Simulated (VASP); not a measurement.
Crystal: BAs.

```xyz
2
Lattice="0.0000 2.3885 2.3885 2.3885 0.0000 2.3885 2.3885 2.3885 0.0000" Properties=species:S:1:pos:R:3 pbc="T T T"
As    3.5827    3.5827    3.5827
B     0.0000    0.0000    0.0000
```

```yaml
Program: VASP 6.6.1
Task: relaxation of cell and atoms
Functional: revPBE
Dispersion: D4
Potentials_or_basis: VASP PAW PBE potentials, release 64 (As, B)
Cutoff: 600 eV
k_mesh: 10 × 10 × 10
Occupations: fermi-dirac, width 0.05 eV
Spin: no spin polarisation
```

At the start: pressure -3.6 GPa; volume 13.63 Å³/atom.

Question: Where does the relaxation end?

Answer: Over 3 steps the energy falls by 4.0 meV/atom and the volume is 13.28 Å³/atom (-2.6 %); space group F-43m (No. 216, to 0.05 Å).

Step by step:
| step | energy change (eV) | largest force (eV/Å) | pressure (GPa) | volume (Å³) |
| --- | --- | --- | --- | --- |
| 1 | 0.0000 | 0.0000 | -3.56 | 27.25 |
| 2 | -0.0040 | 0.0000 | 2.73 | 26.08 |
| 3 | -0.0080 | 0.0000 | 0.00 | 26.55 |

Final structure:
```
As B
1.0
     0.00000    2.36789    2.36789
     2.36789    0.00000    2.36789
     2.36789    2.36789    0.00000
As B
1 1
Direct
  0.75000 0.75000 0.75000
  0.00000 0.00000 0.00000
```

Caveat: the PAW data sets were made with another functional, which shifts forces and pressure a little.
